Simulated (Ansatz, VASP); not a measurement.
**One calculation of SiN, two programs**

The input INCAR:

```
ALGO     = Normal         # electronic algorithm
EDIFF    = 1E-7           # SCF threshold, eV
EDIFFG   = -0.04          # ionic threshold
ENCUT    = 600            # plane-wave cutoff, eV
GGA      = PE             # functional
IBRION   = 2              # ionic algorithm
ISIF     = 3              # what is computed and relaxed
ISMEAR   = 0              # smearing method
LASPH    = T              # aspherical terms in the spheres
LCHARG   = F              # write CHGCAR
LREAL    = F              # projectors in reciprocal space
LWAVE    = F              # write WAVECAR
NELM     = 60             # most SCF steps
NSW      = 90             # ionic steps
PREC     = Accurate       # precision mode
SIGMA    = 0.1            # smearing width, eV
```

File KPOINTS:

```
k-points
0
Gamma
  6 6 4
```

Contents of POSCAR:

```
SiN
1.0
    2.8049173600      0.0000000000      0.0000000000
   -1.4024586800      2.4291296900      0.0000000000
    0.0000000000      0.0000000000      7.4502811800
Si N
2 2
Direct
    0.3333333300      0.6666666700      0.7500000000
    0.6666666700      0.3333333300      0.2500000000
    0.3333333300      0.6666666700      0.2500000000
    0.6666666700      0.3333333300      0.7500000000
```

Input for Ansatz:

```yaml
crystal:
  lattice:
    - [2.80491736, 0.0, 0.0]
    - [-1.40245868, 2.42912969, 0.0]
    - [0.0, 0.0, 7.45028118]
  atoms:
    - { symbol: Si, position: [0.33333333, 0.66666667, 0.75] }
    - { symbol: Si, position: [0.66666667, 0.33333333, 0.25] }
    - { symbol: "N", position: [0.33333333, 0.66666667, 0.25] }
    - { symbol: "N", position: [0.66666667, 0.33333333, 0.75] }
basis:
  ecutwfc: 420
kpoints:
  mp_grid: { grid: [6, 6, 4] }
hamiltonian:
  xc: pbe
scf:
  occupations: { method: gaussian, width: 0.1 }
  lower_state_search: "off"
output:
  forces: true
  stress: true
  eigenvalues: true
relax:
  adjacent_minimum: "off"
  f_tol: 0.04
  max_steps: 70
  cell: { stress_tol: 0.4 }
```

Change from the starting cell: species swapped into the BN type (P6_3/mmc, No. 194).

Alike in both runs: task relaxation of cell and atoms; functional PBE; k mesh 6 × 6 × 4; occupations gaussian, width 0.1 eV; no spin polarisation.

|  | VASP | Ansatz |
| --- | --- | --- |
| version | VASP 6.6.1 | Ansatz 0.2.0 |
| potentials or method | VASP PAW PBE potentials, release 64 (Si, N), cutoff 600 eV | scalar-relativistic, plane waves, PAW |
| valence electrons in the cell | 18 | 18 |

Ansatz gave:

- gap on the k mesh at the Fermi level, each at its own relaxed structure (eV): none
- relaxed volume (Å³/atom): 13.92
- relaxed length of the cell vector where the two differ most in proportion (Å): 6.869

Problem. What did VASP give for the same quantities?

Solution. gap on the k mesh at the Fermi level, each at its own relaxed structure (eV): none; relaxed volume (Å³/atom): 13.86; relaxed length of the cell vector where the two differ most in proportion (Å): 6.841.

A gap of «none» marks a metal or a gap that the smearing closes.

The k mesh is coarse, so the values compare programs but aren't converged.
